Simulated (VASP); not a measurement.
PbSe:

```
Pb Se
1.0
     3.78432    0.00000    0.00000
     0.00000    3.78432    0.00000
     0.00000    0.00000    3.78432
Pb Se
1 1
Direct
  0.00000 0.00000 0.00000
  0.50000 0.50000 0.50000
```

* Program: VASP 6.6.1
* Task: relaxation of cell and atoms
* Functional: PBEsol-based screened hybrid with 25 % exact exchange
* Potentials or basis: VASP PAW PBE potentials, release 64 (Pb_d, Se)
* Cutoff: 600 eV
* k mesh: 4 × 4 × 4
* Occupations: fermi-dirac, width 0.05 eV
* Spin: no spin polarisation

At the start: pressure -3.0 GPa; volume 27.10 Å³/atom.

Q: Where does the relaxation end?

A: Over 14 steps the energy falls by 15.9 meV/atom and the volume is 25.39 Å³/atom (-6.3 %); space group Pm-3m (No. 221, to 0.1 Å) before and after.

Step by step:
| step | energy change (eV) | largest force (eV/Å) | pressure (GPa) | volume (Å³) |
| --- | --- | --- | --- | --- |
| 1 | 0.0000 | 0.0000 | -3.04 | 54.20 |
| 2 | -0.0307 | 0.0000 | 0.56 | 50.26 |
| 3 | -0.0318 | 0.0000 | 0.16 | 50.86 |
| 4 | -0.0317 | 0.0000 | -0.07 | 51.01 |
| 5 | -0.0317 | 0.0000 | -0.17 | 50.95 |
| 6 | -0.0317 | 0.0000 | -0.13 | 50.94 |
| 7 | -0.0317 | 0.0000 | -0.14 | 50.91 |
| 8 | -0.0317 | 0.0000 | -0.09 | 50.91 |
| 9 | -0.0317 | 0.0000 | -0.09 | 50.91 |
| 10 | -0.0317 | 0.0000 | -0.11 | 50.90 |
| 11 | -0.0318 | 0.0000 | -0.10 | 50.89 |
| 12 | -0.0318 | 0.0000 | -0.08 | 50.88 |
| 13 | -0.0318 | 0.0000 | -0.09 | 50.85 |
| 14 | -0.0318 | 0.0000 | -0.02 | 50.79 |

Final structure:
```
CELL_PARAMETERS angstrom
3.70324 0.00000 0.00000
0.00000 3.70324 0.00000
0.00000 0.00000 3.70324
ATOMIC_POSITIONS crystal
Pb 0.00000 0.00000 0.00000
Se 0.50000 0.50000 0.50000
```

Caveat: the k points lie up to 0.42 Å⁻¹ apart in the final cell, too coarse for converged energies and pressures of a metal; the PAW data sets were made with another functional, which shifts forces and pressure a little.
